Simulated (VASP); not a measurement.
Wanted: the native input for a VASP 6.6.1 run.

```yaml
Task: single point
Functional: LDA
Potentials_or_basis: VASP PAW LDA potentials, release 64 (Co, Ti_sv)
Cutoff: 520 eV
k_mesh: 9 × 9 × 9
Occupations: fermi-dirac, width 0.05 eV
Spin: collinear spin, ferromagnetic start
Starting_moments: "[2.0, 1.0] μB"
Dipole_correction: no
Further_INCAR_settings: ALGO = Normal; EDIFF = 1e-07; NBANDS = 22
```

The structure of TiCo lies in POSCAR:

```
TiCo
1.0
    2.9033137268      0.0000000000      0.0000000000
    0.0000000000      2.9033137268      0.0000000000
    0.0000000000      0.0000000000      2.9033137268
Co Ti
1 1
Direct
    0.5000000000      0.5000000000      0.5000000000
    0.0000000000      0.0000000000      0.0000000000
```

The input as run:

INCAR

```
PREC = Accurate ; ENCUT = 520
EDIFF = 1E-7 ; ISMEAR = -1
SIGMA = 0.05 ; LREAL = F
LASPH = T ; NELM = 150
ALGO = Normal ; ISIF = 2
LWAVE = F ; LCHARG = T
ISPIN = 2 ; MAGMOM = 2 1
LORBIT = 11 ; LMAXMIX = 4
LELF = T ; LVHAR = T
NBANDS = 22
```

KPOINTS

```
Automatic mesh
0
Gamma
  9 9 9
```

Potentials or basis: VASP PAW LDA potentials, release 64 (Co, Ti_sv).

The run is started by

```console
$ cat potpaw_LDA.64/Co/POTCAR potpaw_LDA.64/Ti_sv/POTCAR > POTCAR
$ mpirun -np 1 vasp_std > vasp.out
```

It gave:

| Property | Result |
| --- | --- |
| Pressure | -0.3 GPa |
| Net moment | 0.37 μB per cell |
| Site moments | Co +0.36; Ti +0.01 μB |
| Valence electrons inside the program's atomic spheres | Co 8.46; Ti 10.43 |

Run time: 37 s on 1 thread of Intel Xeon 8259CL (shared host), peak memory 0.15 GiB.
